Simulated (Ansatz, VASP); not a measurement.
**Two plane-wave programs on CdTe**

```xyz
4
Lattice="3.0239 -3.0528 0.0000 3.0239 3.0528 0.0000 0.0000 0.0000 6.0083" Properties=species:S:1:pos:R:3 pbc="T T T"
Te    3.0239    1.6249    1.5021
Te    3.0239   -1.6249    4.5063
Cd    3.0239   -1.3614    1.5021
Cd    3.0239    1.3614    4.5063
```

Alike in both runs: task single point; functional PBE; k mesh 6 × 6 × 5; occupations fermi-dirac, width 0.05 eV; no spin polarisation.

```csv
,VASP,Ansatz
version,VASP 6.6.1,Ansatz 0.2.0
potentials or method,"VASP PAW PBE potentials, release 64 (Te, Cd)",Ansatz PAW
plane-wave cutoff (eV),520,420
valence electrons in the cell,36,72
```

VASP gave:

* gap on the k mesh at the Fermi level (eV): none
* pressure (GPa): 2.0
* traceless stress, the component that is largest in VASP (GPa): 0.13
* rms of the force components (eV/Å): 0.031

Q: Which values does Ansatz return?

A: gap on the k mesh at the Fermi level (eV): none; pressure (GPa): 1.8; traceless stress, the component that is largest in VASP (GPa): 0.12; rms of the force components (eV/Å): 0.029.

Atom by atom the forces differ by 0.003 eV/Å (rms over components). A gap of «none» marks a metal or a gap that the smearing closes. The functional is the same, so the differences come from potentials, cutoffs and numerics. VASP's potentials hold 36 valence electrons a cell and Ansatz's 72, so a difference there can come from the potentials and not from the codes.

Neither program's run includes spin-orbit coupling.
